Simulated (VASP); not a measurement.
Write the native input for VASP 6.6.1 that does the following.

- Task: single point
- Functional: PBE
- Potentials or basis: VASP PAW PBE potentials, release 64 (Zn, Au)
- Cutoff: 520 eV
- k mesh: 16 × 16 × 16
- Occupations: gaussian, width 0.15 eV
- Spin: no spin polarisation
- Dipole correction: no
- Further INCAR settings: ALGO = Normal; EDIFF = 1e-07; NBANDS = 18

The structure of ZnAu lies in POSCAR:

```
ZnAu
1.0
    3.1470000000      0.0000000000      0.0000000000
    0.0000000000      3.1470000000      0.0000000000
    0.0000000000      0.0000000000      3.1470000000
Zn Au
1 1
Direct
    0.5000000000      0.5000000000      0.5000000000
    0.0000000000      0.0000000000      0.0000000000
```

These files were run (other wordings do the same):

INCAR

```
ALGO = Normal ; EDIFF = 1E-7
ENCUT = 520 ; GGA = PE
ISIF = 2 ; ISMEAR = 0
LASPH = True ; LCHARG = False
LREAL = False ; LWAVE = False
NBANDS = 18 ; NELM = 80
PREC = Accurate ; SIGMA = 0.15
```

KPOINTS

```
k-points
0
Gamma
  16 16 16
```

Potentials or basis: VASP PAW PBE potentials, release 64 (Zn, Au).

Command:

```console
$ cat potpaw_PBE.64/Zn/POTCAR potpaw_PBE.64/Au/POTCAR > POTCAR
$ mpirun -np 1 vasp_std > vasp.out
```

It gave:

```json
{
  "Pressure": "5.0 GPa"
}
```

It took 46 s on 1 thread of AMD EPYC 7R13 Processor (Zen 3), with other jobs on the host, peak memory 0.19 GiB.
